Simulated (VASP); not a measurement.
The system is Sc.

```
Sc
1.0
     4.64000    0.00000    0.00000
     0.00000    4.64000    0.00000
     0.00000    0.00000    4.64000
Sc
4
Direct
  0.00000 0.00000 0.00000
  0.00000 0.50000 0.50000
  0.50000 0.00000 0.50000
  0.50000 0.50000 0.00000
```

- Program: VASP 6.6.1
- Task: relaxation of volume and atoms at fixed shape
- Functional: LDA
- Potentials or basis: VASP PAW LDA potentials, release 64 (Sc_sv)
- Cutoff: 600 eV
- k mesh: 5 × 5 × 5
- Occupations: fermi-dirac, width 0.05 eV
- Spin: no spin polarisation

At the start: pressure -5.2 GPa; volume 24.97 Å³/atom.

Task: Where does the relaxation end?

Result: Over 3 steps the energy falls by 44.6 meV/atom and the volume is 22.42 Å³/atom (-10.2 %); space group Fm-3m (No. 225, to 0.05 Å).

The path:
```tsv
step	energy change (eV)	largest force (eV/Å)	pressure (GPa)	volume (Å³)
1	0.0000	0.0000	-5.20	99.90
2	-0.1761	0.0000	0.70	88.62
3	-0.1785	0.0000	0.03	89.67
```

Final structure:
```
Sc
1.0
     4.47590    0.00000    0.00000
     0.00000    4.47590    0.00000
     0.00000    0.00000    4.47590
Sc
4
Direct
  0.00000 0.00000 0.00000
  0.00000 0.50000 0.50000
  0.50000 0.00000 0.50000
  0.50000 0.50000 0.00000
```
